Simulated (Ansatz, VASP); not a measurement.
# Two plane-wave programs on As

```
As
1.0
     4.67325    0.00000    0.00000
    -2.33662    4.04715    0.00000
     0.00000    0.00000    2.72126
As
2
Cartesian
  2.3366 1.3491 1.3605
  0.0000 2.6981 1.3608
```

Alike in both runs: functional PBE; k mesh 6 × 6 × 6; occupations gaussian, width 0.1 eV; no spin polarisation.

Ansatz relaxed the structure, and its values are those at the end. VASP's run is a single point on that final structure, the one shown.

```csv
,VASP,Ansatz
version,VASP 6.6.1,Ansatz 0.2.0
potentials or method,"VASP PAW PBE potentials, release 64 (As), cutoff 520 eV","scalar-relativistic, plane waves, PAW"
valence electrons in the cell,10,30
```

Ansatz gave:

| Quantity | Value |
| --- | --- |
| gap on the k mesh at the Fermi level (eV) | none |
| pressure (GPa) | 0.0 |

Estimate VASP's values.

gap on the k mesh at the Fermi level (eV): none; pressure (GPa): 0.2.

A gap of «none» marks a metal or a gap that the smearing closes. VASP's potentials hold 10 valence electrons a cell and Ansatz's 30, so a difference there can come from the potentials and not from the codes.

The k mesh is coarse, so the values compare programs but aren't converged.
